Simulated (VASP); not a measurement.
Wanted: the native input for a VASP 6.6.1 run.

```yaml
Task: single point
Functional: PBE
Potentials_or_basis: VASP PAW PBE potentials, release 64 (Sr_sv, Ti_sv, O)
Cutoff: 520 eV
k_mesh: 8 × 8 × 8
Occupations: gaussian, width 0.05 eV
Spin: no spin polarisation
Dipole_correction: no
Further_INCAR_settings: ALGO = Normal; EDIFF = 1e-06; NBANDS = 28
```

The structure of SrTiO3 lies in POSCAR:

```
SrTiO3
1.0
    4.0283245985      0.0000000000      0.0000000000
    0.0000000000      4.0283245985      0.0000000000
    0.0000000000      0.0000000000      3.7525791173
Sr Ti O
1 1 3
Direct
    0.0020505763      0.0000000000      0.0000000000
    0.5096807686      0.5000000000      0.5000000000
   -0.0146326242      0.5000000000      0.5000000000
    0.4872194045      0.0000000000      0.5000000000
    0.4872194045      0.5000000000      0.0000000000
```

This cell differs from its parent crystal: mode 1 frozen in at -0.058 Å, strain +e along z and -e/2 along x and y -0.0467.

These files were run (other wordings do the same):

INCAR

```
SYSTEM = SrTiO3
ALGO = Normal
EDIFF = 1E-6
ENCUT = 520
GGA = PE
ISIF = 2
ISMEAR = 0
LASPH = .TRUE.
LCHARG = .FALSE.
LREAL = .FALSE.
LWAVE = .FALSE.
NBANDS = 28
NELM = 80
PREC = Accurate
SIGMA = 0.05
```

KPOINTS

```
k-points
0
G
  8 8 8
  0 0 0
```

Potentials or basis: VASP PAW PBE potentials, release 64 (Sr_sv, Ti_sv, O).

Run with:

```console
$ cat potpaw_PBE.64/Sr_sv/POTCAR potpaw_PBE.64/Ti_sv/POTCAR potpaw_PBE.64/O/POTCAR > POTCAR
$ mpirun -np 1 vasp_std > vasp.out
```

It gave:

```json
{
 "Pressure": "2.8 GPa",
 "Largest force": "0.227 eV/Å",
 "Band gap on the k mesh": "1.88 eV, indirect (least direct gap 2.33 eV)"
}
```

Caveat: the cell differs from its parent crystal (mode 1 frozen in at -0.058 Å, strain +e along z and -e/2 along x and y -0.0467).

Run time: 7 min on 1 thread of AMD EPYC 7R13, with other jobs on the host, peak memory 0.29 GiB.
